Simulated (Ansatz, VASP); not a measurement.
# Ru: VASP beside Ansatz

```
CELL_PARAMETERS angstrom
2.72200 0.00000 0.00000
-1.36100 2.35732 0.00000
0.00000 0.00000 4.29690
ATOMIC_POSITIONS crystal
Ru 0.33333 0.66667 0.25000
Ru 0.66667 0.33333 0.75000
```

Alike in both runs: functional PBE; k mesh 15 × 15 × 8; occupations fermi-dirac, width 0.15 eV; no spin polarisation.

Ansatz relaxed the structure, and its values are those at the end. VASP's run is a single point on that final structure, the one shown.

|  | VASP | Ansatz |
| --- | --- | --- |
| version | VASP 6.6.1 | Ansatz 0.2.0 |
| potentials or method | VASP PAW PBE potentials, release 64 (Ru_pv), cutoff 520 eV | scalar-relativistic, plane waves, PAW |
| valence electrons in the cell | 28 | 32 |

```tsv
	VASP	Ansatz	Ansatz less VASP
gap on the k mesh at the Fermi level (eV)	none	none	-
pressure (GPa)	-0.1	0.0	+0.06
```

A gap of «none» marks a metal or a gap that the smearing closes. VASP's potentials hold 28 valence electrons a cell and Ansatz's 32, so a difference there can come from the potentials and not from the codes.
